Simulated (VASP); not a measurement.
# MgO (P1) in VASP: further runs

MgO is run at these levels: PBEsol; tasks: single point.

Program: VASP 6.6.1. These are calculated values, not measurements. Logs are shortened: lines on timing, memory, paths and dates and some standing lists are left out, and cuts for length are marked.

## 1. The cell of the first run

The typed cell holds 8 atoms: a = 3.303 Å, b = 3.303 Å, c = 10.039 Å, α = 90.00°, β = 90.00°, γ = 120.00°.

## 2. Single point, PBEsol (atoms displaced along several vibrational modes)

File INCAR:

```
PREC = Accurate
ENCUT = 600
EDIFF = 1E-6
ISMEAR = 0
SIGMA = 0.05
LREAL = F
LASPH = T
NELM = 120
ALGO = Normal
ISIF = 2
LWAVE = F
LCHARG = F
GGA = PS
NBANDS = 26
GGA_COMPAT = F
```

File KPOINTS:

```
regular mesh
0
Gamma
  9 9 4
```

File POSCAR:

```
MgO
1.0
    3.3034678071      0.0000000000      0.0000000000
   -1.6517339036      2.8608870415      0.0000000000
    0.0000000000      0.0000000000     10.0387760228
Mg O
4 4
Direct
    0.2098267567      0.6666666667     -0.0153043919
    0.4568399100      0.6666666667      0.5189627339
    0.5960886011      0.3333333333      0.2452482497
    0.7372447323      0.3333333333      0.7584100923
    0.2588156863      0.6666666667      0.1848984952
    0.4078509804      0.6666666667      0.7160431628
    0.7823475373      0.3333333333      0.4576312988
    0.5509857961      0.3333333333      0.9433103592
```

Potentials or basis: VASP PAW PBE potentials, release 64 (Mg, O).

On the command line:

```
$ cat potpaw_PBE.64/Mg/POTCAR potpaw_PBE.64/O/POTCAR > POTCAR
$ mpirun -np 1 vasp_std > vasp.out
```

OUTCAR:

```text
PREC = Accurate
   ENCUT = 600
   EDIFF = 1E-6
   ISMEAR = 0
   LREAL = F
   LASPH = T
   NELM = 120
   ISIF = 2
   GGA = PS

 ion  position               nearest neighbor table
   1  0.210  0.667  0.985-   8 1.93   8 1.95   8 1.97   5 2.02   4 2.66   6 2.78   4 3.03   3 3.15
                             3 3.24   3 3.33   4 3.37
   2  0.457  0.667  0.519-   7 1.98   6 1.99   7 2.00   7 2.03   4 2.98   4 3.07   3 3.08   4 3.17
                             3 3.41
   3  0.596  0.333  0.245-   5 1.99   5 2.00   5 2.01   7 2.22   2 3.08   1 3.15   1 3.24   1 3.33
                             2 3.41
   4  0.737  0.333  0.758-   6 1.94   6 1.95   8 1.96   6 1.97   1 2.66   2 2.98   1 3.03   2 3.07
                             2 3.17   1 3.37
   5  0.259  0.667  0.185-   3 1.99   3 2.00   3 2.01   1 2.02
   6  0.408  0.667  0.716-   4 1.94   4 1.95   4 1.97   2 1.99   1 2.78
   7  0.782  0.333  0.458-   2 1.98   2 2.00   2 2.03   3 2.22
   8  0.551  0.333  0.943-   1 1.93   1 1.95   4 1.96   1 1.97

  LATTYP: Found a hexagonal cell.
 ALAT       =     3.3034678071
 C/A-ratio  =     3.0388599523

  Lattice vectors:

 A1 = (   3.3034678071,   0.0000000000,   0.0000000000)
 A2 = (  -1.6517339036,   2.8608870415,   0.0000000000)
 A3 = (   0.0000000000,   0.0000000000,  10.0387760228)

Analysis of symmetry for initial positions (statically):
=====================================================================
 Subroutine PRICEL returns:
 Original cell was already a primitive cell.

 Routine SETGRP: Setting up the symmetry group for a
 hexagonal supercell.

 Subroutine GETGRP returns: Found  1 space group operations
 (whereof  1 operations were pure point group operations)
 out of a pool of 24 trial point group operations.

The static configuration has the point symmetry C_1 .

Analysis of symmetry for dynamics (positions and initial velocities):
=====================================================================
 Subroutine PRICEL returns:
 Original cell was already a primitive cell.

 Routine SETGRP: Setting up the symmetry group for a
 hexagonal supercell.

 Subroutine GETGRP returns: Found  1 space group operations
 (whereof  1 operations were pure point group operations)
 out of a pool of 24 trial point group operations.

The dynamic configuration has the point symmetry C_1 .

 Subroutine INISYM returns: Found  1 space group operations
 (whereof  1 operations are pure point group operations),
 and found     1 'primitive' translations

[... 113 lines left out ...]
   ISYM   =      2    0-nonsym 1-usesym 2-fastsym
   POTIM  = 0.5000    time-step for ionic-motion
   TEBEG  =    0.0;   TEEND  =   0.0 temperature during run
   PSTRESS=    0.0 pullay stress
   NELECT =      32.0000    total number of electrons
   NUPDOWN=      -1.0000    fix difference up-down
   EMIN   =  10.00;   EMAX   =-10.00  energy-range for DOS
   EFERMI =   0.00;   METHOD = LEGACY
   ISMEAR =     0;   SIGMA  =   0.05  broadening in eV -4-tet -1-fermi 0-gaus
   EFERMI_NEDOS =   21; number of points for ismear=-14 and -15
   IALGO  =     38    algorithm
   IMIX   =      4    mixing-type and parameters
     AMIX     =   0.40;   BMIX     =  1.00
     AMIX_MAG =   1.60;   BMIX_MAG =  1.00
  volume/ion in A,a.u.               =      11.86        80.03
  Fermi-wavevector in a.u.,A,eV,Ry     =   1.139570  2.153475 17.668792  1.298620
  Thomas-Fermi vector in A             =   2.276273
   LORBIT       =      0    0 simple, 1 ext, 2 COOP (PROOUT), +10 PAW based schemes
   GGA     = PS    functional components
   LHFCALC =     F    Hartree Fock is set to
   AEXX    =    0.0000 exact exchange contribution
   IVDW    =     0    specifies the selected vdW correction
   LEPSILON=     F    determine dielectric tensor
   LRPA    =     F    only Hartree local field effects (RPA)
 non-spin polarized calculation
 Gauss-broadening in eV      SIGMA  =   0.05
  energy-cutoff  :      600.00
  volume of cell :       94.87
 maximum number of plane-waves:      3244
   NGX = 13   NGY = 13   NGZ = 41

 number of electron      32.0000000 magnetization

 Free energy of the ion-electron system (eV)
  ---------------------------------------------------
  ext. energy  EPLUGINS =         0.00000000
  ---------------------------------------------------
  free energy    TOTEN  =       -48.21525466 eV

  energy without entropy =      -48.21525466  energy(sigma->0) =      -48.21525466

 E-fermi :   1.5078     XC(G=0):  -9.9718

 val. band max:        1.2996153880   @ k =   0.0000   0.0000   0.0000
 cond. band min:       4.1296059132   @ k =   0.0000   0.0000   0.0000
 fundamental gap:      2.8299905252
 Fermi energy:         1.5077528978

 k-point     1 :       0.0000    0.0000    0.0000
  band No.  band energies     occupation
      1     -15.4542      2.00000
      2     -14.7273      2.00000
      3     -14.5778      2.00000
      4     -14.1031      2.00000
      5      -2.3786      2.00000
      6      -1.0059      2.00000
[... 685 lines left out ...]
     25      13.0158      0.00000
     26      13.7115      0.00000

 [... further k-points ...]

------------------------ aborting loop because EDIFF is reached ----------------------------------------

  FORCE on cell =-STRESS in cart. coord.  units (eV):
  Direction    XX          YY          ZZ          XY          YZ          ZX
  --------------------------------------------------------------------------------------
  -------------------------------------------------------------------------------------
  Total       -2.0122774      0.0374706      1.3764403     -0.1332018      0.0149516      0.9020095
  in kB      -33.9818398      0.6327755     23.2442961     -2.2494131      0.2524906     15.2324625
  external PRESSURE =      -3.3682561 kB  Pullay stress =       0.0000000 kB

 VOLUME and BASIS-vectors are now :
 -----------------------------------------------------------------------------
  energy-cutoff  :      600.00
  volume of cell :       94.87
      direct lattice vectors                 reciprocal lattice vectors
     3.303467807  0.000000000  0.000000000     0.302712198  0.174770969  0.000000000
    -1.651733904  2.860887041  0.000000000     0.000000000  0.349541938  0.000000000
     0.000000000  0.000000000 10.038776023     0.000000000  0.000000000  0.099613738

 POSITION                                       TOTAL-FORCE (eV/Angst)
 -----------------------------------------------------------------------------------
     -0.40800      1.90726      9.88514         0.842475      0.279301      1.538412
      0.40800      1.90726      5.20975        -0.512295      0.108444     -0.791299
      1.41858      0.95363      2.46199         0.318254     -0.101829     -0.038636
      1.88489      0.95363      7.61351        -0.352555     -0.301261     -0.374514
     -0.24617      1.90726      1.85615         0.086126      0.076100      0.531462
      0.24617      1.90726      7.18820        -0.439020      0.228360     -0.848713
      2.03388      0.95363      4.59406        -0.347123     -0.075084     -0.005127
      1.26959      0.95363      9.46968         0.404139     -0.214031     -0.011585
 -----------------------------------------------------------------------------------
    total drift:                                0.000024      0.000283      0.001159

  FREE ENERGIE OF THE ION-ELECTRON SYSTEM (eV)
  ---------------------------------------------------
  free  energy   TOTEN  =       -48.2152546593 eV

  energy  without entropy=      -48.2152546593  energy(sigma->0) =      -48.21525466
```

OSZICAR:

```text
N       E                     dE             d eps       ncg     rms          rms(c)
DAV:   1     0.167543707207E+03    0.16754E+03   -0.16256E+04  8476   0.122E+03
DAV:   2    -0.425125933786E+02   -0.21006E+03   -0.19755E+03 11200   0.250E+02
DAV:   3    -0.559418008876E+02   -0.13429E+02   -0.13357E+02 10788   0.653E+01
DAV:   4    -0.560344023656E+02   -0.92601E-01   -0.92561E-01  9516   0.623E+00
DAV:   5    -0.560349668477E+02   -0.56448E-03   -0.56441E-03 10376   0.486E-01    0.154E+01
DAV:   6    -0.484666238829E+02    0.75683E+01   -0.27936E+01  9368   0.302E+01    0.554E+00
DAV:   7    -0.482972322335E+02    0.16939E+00   -0.46983E-01  8976   0.461E+00    0.316E+00
DAV:   8    -0.482161791837E+02    0.81053E-01   -0.19631E-01 10726   0.408E+00    0.469E-01
DAV:   9    -0.482145164547E+02    0.16627E-02   -0.13271E-02 10478   0.751E-01    0.195E-01
DAV:  10    -0.482152190265E+02   -0.70257E-03   -0.20339E-03 10304   0.283E-01    0.968E-02
DAV:  11    -0.482152696230E+02   -0.50597E-04   -0.22326E-04 10680   0.192E-01    0.324E-02
DAV:  12    -0.482152591164E+02    0.10507E-04   -0.19298E-04 10544   0.126E-01    0.122E-02
DAV:  13    -0.482152581258E+02    0.99067E-06   -0.48668E-05 10436   0.501E-02    0.124E-02
DAV:  14    -0.482152548725E+02    0.32532E-05   -0.73896E-06 10542   0.206E-02    0.283E-03
DAV:  15    -0.482152546593E+02    0.21322E-06   -0.69951E-07  7290   0.121E-02
   1 F= -.48215255E+02 E0= -.48215255E+02  d E =-.277292E-11
```

stdout:

```text
POSCAR found type information on POSCAR MgO
 POSCAR found :  2 types and       8 ions
 scaLAPACK will be used
 -----------------------------------------------------------------------------
|                                                                             |
|                                                                             |
|     You enforced a specific xc type in the INCAR file but a different       |
|     I HOPE YOU KNOW WHAT YOU ARE DOING!                                     |
|                                                                             |
 -----------------------------------------------------------------------------

 LDA part: xc-table for (Slater+PW92), standard interpolation
 POSCAR, INCAR and KPOINTS ok, starting setup
 FFT: planning ... GRIDC
 FFT: planning ... GRID_SOFT
 FFT: planning ... GRID
 WAVECAR not read
 entering main loop
```

It took 5.8 min on 1 thread of Intel Xeon Platinum 8488C (Sapphire Rapids), shared host; peak memory 0.52 GiB.

What came out:

```yaml
Free_energy: -48.2153 eV
Pressure: -0.3 GPa
Largest_force: 1.776 eV/Å
Band_gap_on_the_k_mesh: 2.83 eV
```

Forces in eV/Å, atoms in the order of the input:
```
Mg   0.842  0.279  1.538
Mg  -0.512  0.108 -0.791
Mg   0.318 -0.102 -0.039
Mg  -0.353 -0.301 -0.375
O    0.086  0.076  0.531
O   -0.439  0.228 -0.849
O   -0.347 -0.075 -0.005
O    0.404 -0.214 -0.012
```

Levels at points of the mesh, in eV from the valence-band top:
```
           k point  band 13  band 14  band 15  band 16  band 17  band 18  band 19  band 20
(0.00, 0.00, 0.00)    -0.64    -0.33    -0.31     0.00     2.83     5.27     5.56     7.97
(0.00, 0.00, 0.50)    -0.64    -0.61    -0.31    -0.30     3.53     4.05     6.88     7.09
```

Caveat: the cell differs from its parent crystal (atoms displaced along several vibrational modes); the stress differs along the axes, from -3 to 2 GPa; the PAW data sets were made with another functional, which shifts forces and pressure a little. A k mesh can miss the band edges.

## 3. Single point, PBEsol (atoms displaced along several vibrational modes)

File INCAR:

```
  PREC = Accurate
  ENCUT = 600
  EDIFF = 1E-6
  ISMEAR = 0
  SIGMA = 0.05
  LREAL = F
  LASPH = T
  NELM = 120
  ALGO = Normal
  ISIF = 2
  LWAVE = F
  LCHARG = T
  GGA = PS
  LELF = T
  LVHAR = T
  NBANDS = 26
  GGA_COMPAT = F
```

File KPOINTS:

```
Automatic mesh
0
Gamma
  9 9 4
```

File POSCAR:

```
MgO
1.0
    3.3034678071      0.0000000000      0.0000000000
   -1.6517339036      2.8608870415      0.0000000000
    0.0000000000      0.0000000000     10.0387760228
Mg O
4 4
Direct
    0.2098267567      0.6666666667     -0.0095965247
    0.4568399100      0.6666666667      0.5132548667
    0.5960886011      0.3333333333      0.2474406148
    0.7372447323      0.3333333333      0.7562177272
    0.2588156863      0.6666666667      0.1900862553
    0.4078509804      0.6666666667      0.7108554027
    0.7823475373      0.3333333333      0.4552458632
    0.5509857961      0.3333333333      0.9456957948
```

Potentials or basis: VASP PAW PBE potentials, release 64 (Mg, O).

On the command line:

```
$ cat potpaw_PBE.64/Mg/POTCAR potpaw_PBE.64/O/POTCAR > POTCAR
$ mpirun -np 1 vasp_std > vasp.out
```

Run time: 12 min. Hardware: 1 thread of Oxide Virtual Turin-like, shared host; peak memory 0.49 GiB.

The run converged. Its results:

```yaml
Free_energy: -48.3911 eV
Pressure: -0.8 GPa
Largest_force: 1.402 eV/Å
Band_gap_on_the_k_mesh: 2.90 eV
```

Forces in eV/Å, atoms in the order of the input:
```
Mg   0.758  0.234  1.156
Mg  -0.544  0.124 -0.394
Mg   0.338 -0.122  0.059
Mg  -0.370 -0.251 -0.128
O    0.122  0.092  0.285
O   -0.351  0.190 -0.630
O   -0.368 -0.089 -0.152
O    0.414 -0.178 -0.195
```

Stress tensor (GPa, compression positive):
```
-3.74 -0.15  1.02
-0.15 -0.31  0.01
 1.02  0.01  1.66
```

Levels at points of the mesh, in eV from the valence-band top:
```csv
k point,band 12,band 13,band 14,band 15,band 16,band 17,band 18,band 19,band 20,band 21
"(0.00, 0.00, 0.00)",-0.73,-0.69,-0.45,-0.44,0.00,2.90,5.30,5.58,7.97,9.66
"(0.00, 0.00, 0.50)",-0.73,-0.69,-0.62,-0.43,-0.40,3.65,4.00,6.93,7.07,10.55
```

Caveat: the cell differs from its parent crystal (atoms displaced along several vibrational modes); the stress differs along the axes, from -4 to 2 GPa; the PAW data sets were made with another functional, which shifts forces and pressure a little. A k mesh can miss the band edges.

## 4. Single point, PBEsol (atoms displaced along several vibrational modes)

File INCAR:

```
SYSTEM = MgO
PREC     = Accurate       ! precision mode
ENCUT    = 600            ! plane-wave cutoff, eV
EDIFF    = 1E-6           ! SCF threshold, eV
ISMEAR   = 0              ! smearing method
SIGMA    = 0.05           ! smearing width, eV
LREAL    = .FALSE.        ! projectors in reciprocal space
LASPH    = .TRUE.         ! aspherical terms in the spheres
NELM     = 120            ! most SCF steps
ALGO     = Normal         ! electronic algorithm
ISIF     = 2              ! what is computed and relaxed
LWAVE    = .FALSE.        ! write WAVECAR
LCHARG   = .TRUE.         ! write CHGCAR
GGA      = PS             ! functional
LELF     = .TRUE.         ! ELF
LVHAR    = .TRUE.       
NBANDS   = 26             ! bands
GGA_COMPAT= .FALSE.
```

File KPOINTS:

```
regular mesh
0
G
  9 9 4
  0 0 0
```

File POSCAR:

```
MgO
1.0
    3.3034678071      0.0000000000      0.0000000000
   -1.6517339036      2.8608870415      0.0000000000
    0.0000000000      0.0000000000     10.0387760228
Mg O
4 4
Direct
    0.2921644744      0.6666666667     -0.0095965247
    0.3745021922      0.6666666667      0.5132548667
    0.6431406448      0.3333333333      0.2474406148
    0.6901926885      0.3333333333      0.7562177272
    0.3084941176      0.6666666667      0.1900862553
    0.3581725490      0.6666666667      0.7108554027
    0.7052269569      0.3333333333      0.4552458632
    0.6281063765      0.3333333333      0.9456957948
```

Potentials or basis: VASP PAW PBE potentials, release 64 (Mg, O).

On the command line:

```
$ cat potpaw_PBE.64/Mg/POTCAR potpaw_PBE.64/O/POTCAR > POTCAR
$ mpirun -np 1 vasp_std > vasp.out
```

OUTCAR:

```text
SYSTEM = MgO
   PREC = Accurate
   ENCUT = 600
   EDIFF = 1E-6
   ISMEAR = 0
   LREAL = .FALSE.
   LASPH = .TRUE.
   NELM = 120
   ISIF = 2
   GGA = PS

 ion  position               nearest neighbor table
   1  0.292  0.667  0.990-   8 1.95   8 1.96   8 1.97   5 2.01   4 2.92   4 3.03   4 3.15   3 3.18
                             3 3.21   3 3.24
   2  0.375  0.667  0.513-   6 1.98   7 1.99   7 1.99   7 2.00   4 3.07   4 3.10   4 3.13   3 3.18
                             3 3.29   3 3.39
   3  0.643  0.333  0.247-   5 1.99   5 1.99   5 2.00   7 2.10   2 3.18   1 3.18   1 3.21   1 3.24
                             2 3.29   2 3.39
[... 914 lines left out ...]
  Total       -0.3498414     -0.1265413      0.2378025     -0.0283118      0.0048677      0.1665227
  in kB       -5.9078604     -2.1369359      4.0158310     -0.4781079      0.0822023      2.8121104
  external PRESSURE =      -1.3429884 kB  Pullay stress =       0.0000000 kB

 VOLUME and BASIS-vectors are now :
 -----------------------------------------------------------------------------
  energy-cutoff  :      600.00
  volume of cell :       94.87
      direct lattice vectors                 reciprocal lattice vectors
     3.303467807  0.000000000  0.000000000     0.302712198  0.174770969  0.000000000
    -1.651733904  2.860887041  0.000000000     0.000000000  0.349541938  0.000000000
     0.000000000  0.000000000 10.038776023     0.000000000  0.000000000  0.099613738

 POSITION                                       TOTAL-FORCE (eV/Angst)
 -----------------------------------------------------------------------------------
     -0.13600      1.90726      9.94244         0.279134      0.028544      0.701774
      0.13600      1.90726      5.15245        -0.194464      0.014932     -0.646231
      1.57402      0.95363      2.48400         0.132099     -0.014992      0.086390
      1.72945      0.95363      7.59150        -0.109432     -0.030984     -0.402242
     -0.08206      1.90726      1.90823         0.052864      0.011012      0.403999
      0.08206      1.90726      7.13612        -0.142294      0.022470     -0.407336
      1.77912      0.95363      4.57011        -0.141099     -0.010297     -0.036278
      1.52435      0.95363      9.49363         0.123193     -0.020685      0.299925
 -----------------------------------------------------------------------------------
    total drift:                                0.000142     -0.000131      0.001226

  FREE ENERGIE OF THE ION-ELECTRON SYSTEM (eV)
  ---------------------------------------------------
  free  energy   TOTEN  =       -48.9075487600 eV

  energy  without entropy=      -48.9075487600  energy(sigma->0) =      -48.90754876
```

stdout:

```text
POSCAR found type information on POSCAR MgO
 POSCAR found :  2 types and       8 ions
 scaLAPACK will be used
 -----------------------------------------------------------------------------
|                                                                             |
|                                                                             |
|     You enforced a specific xc type in the INCAR file but a different       |
|     I HOPE YOU KNOW WHAT YOU ARE DOING!                                     |
|                                                                             |
 -----------------------------------------------------------------------------

 LDA part: xc-table for (Slater+PW92), standard interpolation
 POSCAR, INCAR and KPOINTS ok, starting setup
 FFT: planning ... GRIDC
 FFT: planning ... GRID_SOFT
 FFT: planning ... GRID
 WAVECAR not read
 entering main loop
```

Wall time 12 min (1 thread of Oxide Virtual Turin-like, shared host); peak memory 0.49 GiB.

What came out:

| Quantity | Value |
| --- | --- |
| Free energy | -48.9075 eV |
| Pressure | -0.1 GPa |
| Largest force | 0.756 eV/Å |
| Band gap on the k mesh | 3.24 eV |

Forces in eV/Å, atoms in the order of the input:
```
Mg   0.279  0.029  0.702
Mg  -0.194  0.015 -0.646
Mg   0.132 -0.015  0.086
Mg  -0.109 -0.031 -0.402
O    0.053  0.011  0.404
O   -0.142  0.022 -0.407
O   -0.141 -0.010 -0.036
O    0.123 -0.021  0.300
```

Stress tensor (GPa, compression positive):
```
-0.59 -0.05  0.28
-0.05 -0.21  0.01
 0.28  0.01  0.40
```

Levels at points of the mesh, in eV from the valence-band top:
```csv
k point,band 14,band 15,band 16,band 17,band 18,band 19
"(0.00, 0.00, 0.00)",-0.24,-0.23,0.00,3.24,5.76,5.84
"(0.00, 0.00, 0.50)",-0.51,-0.24,-0.22,3.96,4.37,7.33
```

Caveat: the cell differs from its parent crystal (atoms displaced along several vibrational modes); the PAW data sets were made with another functional, which shifts forces and pressure a little.

## 5. Summary

```tsv
cell	gap on the mesh (eV)	pressure (GPa)	largest force (eV/Å)
as given, atomic positions A	2.83	-0.3	1.78
as given, atomic positions B	2.90	-0.8	1.40
as given, atomic positions C	3.24	-0.1	0.76
```

Alike in all rows: task single point; level PBEsol; potentials or basis VASP PAW PBE potentials, release 64 (Mg, O); no spin polarisation; k mesh 9 × 9 × 4; cutoff (eV) 600; smearing gaussian 0.05 eV.

Caveats: the PAW data sets were made with another functional, which shifts forces and pressure a little; the stress differs along the axes, from -3 to 2 GPa (at least some runs); the stress differs along the axes, from -4 to 2 GPa (at least some runs).

Absolute energies hang on the potentials; compare differences alone.
